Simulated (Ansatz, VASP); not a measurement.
SnO2: VASP beside Ansatz

```
Sn O
1.0
     4.66147    0.00000    0.00000
     0.00000    4.66147    0.00000
     0.00000    0.00000    3.13482
Sn O
2 4
Direct
  0.00000 0.00000 0.00000
  0.50000 0.50000 0.50000
  0.30463 0.30463 0.00000
  0.19537 0.80463 0.50000
  0.69537 0.69537 0.00000
  0.80463 0.19537 0.50000
```

Alike in both runs: functional r2SCAN; k mesh 6 × 6 × 10; occupations fermi-dirac, width 0.02 eV; no spin polarisation.

Ansatz relaxed the structure, and its values are those at the end. VASP's run is a single point on that final structure, the one shown.

|  | VASP | Ansatz |
| --- | --- | --- |
| version | VASP 6.6.1 | Ansatz 0.2.0 |
| potentials or method | VASP PAW PBE potentials, release 64 (Sn_d, O), cutoff 520 eV | PAW plane waves |
| valence electrons in the cell | 52 | 52 |

|  | VASP | Ansatz | Ansatz less VASP |
| --- | --- | --- | --- |
| gap on the k mesh at the Fermi level (eV) | 2.55 | 2.54 | -0.016 |
| pressure (GPa) | 16.8 | 15.1 | -1.68 |
| rms of the force components (eV/Å) | 0.012 | 0.000 | -0.0123 |

VASP's potentials were made for PBE, not for r2SCAN. The functional is the same, so the differences come from potentials, cutoffs and numerics. Ansatz's warnings: stress scf threshold loose.
